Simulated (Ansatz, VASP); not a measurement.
## Two plane-wave programs on TiSi

The input INCAR:

```
SYSTEM = TiSi
PREC = Accurate ; ENCUT = 520
EDIFF = 1E-7 ; ISMEAR = 0
SIGMA = 0.15 ; LREAL = .FALSE.
LASPH = .TRUE. ; NELM = 100
ALGO = Normal ; ISIF = 2
LWAVE = .FALSE. ; LCHARG = .FALSE.
GGA = PS ; NBANDS = 15
```

The input KPOINTS:

```
Automatic mesh
0
G
  16 22 22
  0 0 0
```

File POSCAR:

```
TiSi
1.0
    3.7931646534      0.0000000000      0.0000000000
    0.0000000000      1.8028455841      2.0659937855
    0.0000000000     -1.8028455841      2.0659937855
Ti Si
1 1
Direct
    0.0000000000      0.0507344298      0.0507344298
    0.5000000000      0.5507655702      0.5507655702
```

Input for Ansatz:

```yaml
crystal:
  lattice:
    - [3.7931646534, 0.0, 0.0]
    - [0.0, 1.8028455841, 2.0659937855]
    - [0.0, -1.8028455841, 2.0659937855]
  atoms:
    - { symbol: Ti, position: [0.0, 0.0507344298, 0.0507344298] }
    - { symbol: Si, position: [0.5, 0.5507655702, 0.5507655702] }
basis:
  ecutwfc: 420
kpoints:
  mp_grid: { grid: [16, 22, 22] }
hamiltonian:
  xc: pbesol
scf:
  occupations: { method: gaussian, width: 0.15 }
output:
  forces: true
  stress: true
  eigenvalues: true
```

Alike in both runs: task single point; functional PBEsol; k mesh 16 × 22 × 22; occupations gaussian, width 0.15 eV; no spin polarisation.

|  | VASP | Ansatz |
| --- | --- | --- |
| version | VASP 6.6.1 | Ansatz 0.2.0 |
| potentials or method | VASP PAW PBE potentials, release 64 (Ti_sv, Si), cutoff 520 eV | scalar-relativistic, plane waves, PAW |
| valence electrons in the cell | 16 | 16 |

```tsv
	VASP	Ansatz	Ansatz less VASP
gap on the k mesh at the Fermi level (eV)	none	none	-
pressure (GPa)	0.0	0.0	-0.04
traceless stress, the component that is largest in VASP (GPa)	0.18	0.17	-0.014
```

VASP's potentials were made for PBE, not for PBEsol. A gap of «none» marks a metal or a gap that the smearing closes.
